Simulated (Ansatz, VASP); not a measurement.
## InP: VASP beside Ansatz

POSCAR

```
InP
1.0
    0.0000000000      2.8947118821      2.8947118821
    2.8947118821      0.0000000000      2.8947118821
    2.8947118821      2.8947118821      0.0000000000
In P
1 1
Direct
    0.0000000000      0.0000000000      0.0000000000
    0.2500000000      0.2500000000      0.2500000000
```

File INCAR.step1:

```
  PREC = Accurate
  ENCUT = 520
  EDIFF = 1E-5
  ISMEAR = 0
  SIGMA = 0.01
  LREAL = False
  LASPH = True
  NELM = 80
  ALGO = Normal
  ISIF = 2
  LWAVE = True
  NBANDS = 16
  GGA = PE
```

The input INCAR.step2:

```
  PREC = Accurate
  ENCUT = 520
  EDIFF = 1E-7
  ISMEAR = 0
  SIGMA = 0.01
  LREAL = False
  LASPH = True
  NELM = 80
  ALGO = Normal
  ISIF = 2
  LWAVE = False
  LCHARG = True
  GGA = PE
  LHFCALC = True
  HFSCREEN = 0.2079
  PRECFOCK = Normal
  LELF = True
  LVHAR = True
  NBANDS = 16
  ISTART = 1
```

File KPOINTS:

```
regular mesh
0
Gamma
  6 6 6
```

Input for Ansatz:

```yaml
crystal:
  lattice:
    - [0.0, 2.8947118821, 2.8947118821]
    - [2.8947118821, 0.0, 2.8947118821]
    - [2.8947118821, 2.8947118821, 0.0]
  atoms:
    - { symbol: In, position: [0.0, 0.0, 0.0] }
    - { symbol: P, position: [0.25, 0.25, 0.25] }
kpoints:
  mp_grid: { grid: [6, 6, 6] }
  band_path:
    path:
      - [0.0, 0.0, 0.0]
      - [-0.5, -0.5, 0.0]
      - [-0.375, -0.375, 0.25]
      - [-0.375, 0.0, 0.375]
      - [0.0, 0.0, 0.5]
      - [-0.5, -0.25, 0.25]
    npoints: 1
hamiltonian:
  xc: hse06
scf:
  occupations: { method: fixed }
  n_extra_bands: 4
output:
  forces: true
  stress: true
  eigenvalues: true
  write_density: true
  write_potential: true
  elf: true
  volumetric_format: npy
```

Change from the starting cell: hydrostatic strain -2.0%.

Alike in both runs: task single point; functional HSE06; k mesh 6 × 6 × 6; no spin polarisation.

|  | VASP | Ansatz |
| --- | --- | --- |
| version | VASP 6.6.1 | Ansatz 0.2.0 |
| potentials or method | VASP PAW PBE potentials, release 64 (In_d, P) | plane waves, PAW |
| plane-wave cutoff (eV) | 520 | 420 |
| occupations | gaussian, width 0.01 eV | fixed |
| valence electrons in the cell | 18 | 18 |

Ansatz gave:

| Property | Result |
| --- | --- |
| gap on the k mesh at the Fermi level (eV) | 1.73 |
| pressure (GPa) | 4.6 |

Q: What did VASP give for the same quantities?

A: gap on the k mesh at the Fermi level (eV): 1.72; pressure (GPa): 4.4.

Ansatz's warnings: stress exchange threshold loose, stress scf threshold loose.
